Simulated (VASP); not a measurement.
Runs of VASP 6.6.1 on Ge4P. The structure is that of space group P6/mmm (No. 191), or close to it. The cells are those of the table. 

```csv
task,cell,k mesh,cutoff (eV),gap on the mesh (eV),pressure (GPa)
single point,"a = 5.625, b = 5.625, c = 4.730 Å, angles 90.0, 90.0, 120.0°, 5 atoms",12 × 12 × 8,520,none,-0.2
single point,"a = 4.631, b = 4.631, c = 5.437 Å, angles 90.0, 90.0, 120.0°, 5 atoms",6 × 6 × 4,520,none,(a)
relaxation of cell and atoms,"relaxed from a = 4.631, b = 4.631, c = 5.437 Å, angles 90.0, 90.0, 120.0°, 5 atoms",6 × 6 × 4,600,none,0.0
single point,"a = 5.619, b = 5.619, c = 4.775 Å, angles 90.0, 90.0, 120.0°, 5 atoms",6 × 6 × 4,520,none,0.0
```

Alike in all rows: level PBE; potentials or basis VASP PAW PBE potentials, release 64 (Ge_d, P); no spin polarisation; smearing gaussian 0.1 eV.

Task: Fill in the values left out.

Result: (a) 37.9.

A k mesh can miss the band edges, and the runs leave out spin-orbit coupling on Ge.

A gap of «none» marks levels without a gap at the run's occupations.
